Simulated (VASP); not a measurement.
The system is Mn3Si.

```
CELL_PARAMETERS angstrom
0.00000 2.86100 2.86100
2.86100 0.00000 2.86100
2.86100 2.86100 0.00000
ATOMIC_POSITIONS crystal
Mn 0.50000 0.50000 0.50000
Mn 0.25000 0.25000 0.25000
Mn 0.75000 0.75000 0.75000
Si 0.00000 0.00000 0.00000
```

- Program: VASP 6.6.1
- Task: relaxation of cell and atoms
- Functional: PBEsol
- Dispersion: D3(BJ)
- Potentials or basis: VASP PAW PBE potentials, release 64 (Mn_pv, Si)
- Cutoff: 600 eV
- k mesh: 10 × 10 × 10
- Occupations: methfessel-paxton, width 0.02 eV
- Spin: collinear spin, ferromagnetic start
- Starting moments: [2.8, 2.8, 2.8, 0.0] μB

At the start: pressure -22.2 GPa; volume 11.71 Å³/atom.

**Question.** Where does the relaxation end?

**Answer.** Over 4 steps the energy falls by 120.4 meV/atom and the volume is 10.51 Å³/atom (-10.2 %); space group Fm-3m (No. 225, to 0.05 Å); moment 1.15 μB per cell.

The path:
```csv
step,energy change (eV),largest force (eV/Å),pressure (GPa),volume (Å³)
1,0.0000,0.0000,-22.19,46.84
2,0.1856,0.0000,46.82,36.68
3,-0.4785,0.0000,2.33,41.63
4,-0.4816,0.0000,-0.09,42.06
```

Final structure:
```
Mn Si
1.0
     0.00000    2.76017    2.76017
     2.76017    0.00000    2.76017
     2.76017    2.76017    0.00000
Mn Si
3 1
Direct
  0.50000 0.50000 0.50000
  0.25000 0.25000 0.25000
  0.75000 0.75000 0.75000
  0.00000 0.00000 0.00000
```

Caveat: the PAW data sets were made with another functional, which shifts forces and pressure a little; the volume moved by -10 % from the deposited cell, more than functionals usually miss; pairwise dispersion overbinds metals, which lowers pressure and volume.
